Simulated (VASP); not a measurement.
Wanted: the native input for a VASP 6.6.1 run.

| Property | Result |
| --- | --- |
| Task | single point |
| Functional | PBE |
| Potentials or basis | VASP PAW PBE potentials, release 64 (Cu, O) |
| Cutoff | 520 eV |
| k mesh | 14 × 14 × 14 |
| Occupations | gaussian, width 0.15 eV |
| Spin | no spin polarisation |
| Dipole correction | no |
| Further INCAR settings | ALGO = Normal; EDIFF = 1e-06; NBANDS = 30 |

The structure of Cu3O2 lies in POSCAR:

```
Cu3O2
1.0
   -2.0740000000      2.0740000000      3.5728500000
    2.0740000000     -2.0740000000      3.5728500000
    2.0740000000      2.0740000000     -3.5728500000
Cu O
3 2
Direct
    0.2500000000      0.7500000000      0.5000000000
    0.7500000000      0.2500000000      0.5000000000
    0.0000000000      0.0000000000      0.0000000000
    0.0000000000      0.5000000000      0.5000000000
    0.5000000000      0.0000000000      0.5000000000
```

The input as run:

INCAR

```
SYSTEM = Cu3O2
  PREC = Accurate
  ENCUT = 520
  EDIFF = 1E-6
  ISMEAR = 0
  SIGMA = 0.15
  LREAL = .False.
  LASPH = .True.
  NELM = 60
  ALGO = Normal
  ISIF = 2
  LWAVE = .False.
  LCHARG = .False.
  GGA = PE
  NBANDS = 30
```

KPOINTS

```
regular mesh
0
Gamma
  14 14 14
  0 0 0
```

Potentials or basis: VASP PAW PBE potentials, release 64 (Cu, O).

Run with:

```sh
$ cat potpaw_PBE.64/Cu/POTCAR potpaw_PBE.64/O/POTCAR > POTCAR
$ mpirun -np 1 vasp_std > vasp.out
```

It gave:

```json
{
 "Pressure": "3.8 GPa",
 "Band gap on the k mesh": "zero (an odd number of electrons rules out a gap without spin polarisation)"
}
```

Caveat: the stress differs along the axes, from -1 to 13 GPa.

Wall time 4.8 min on 1 thread of Intel(R) Xeon(R) 6975P-C (Granite Rapids), on a shared host, peak memory 0.47 GiB.
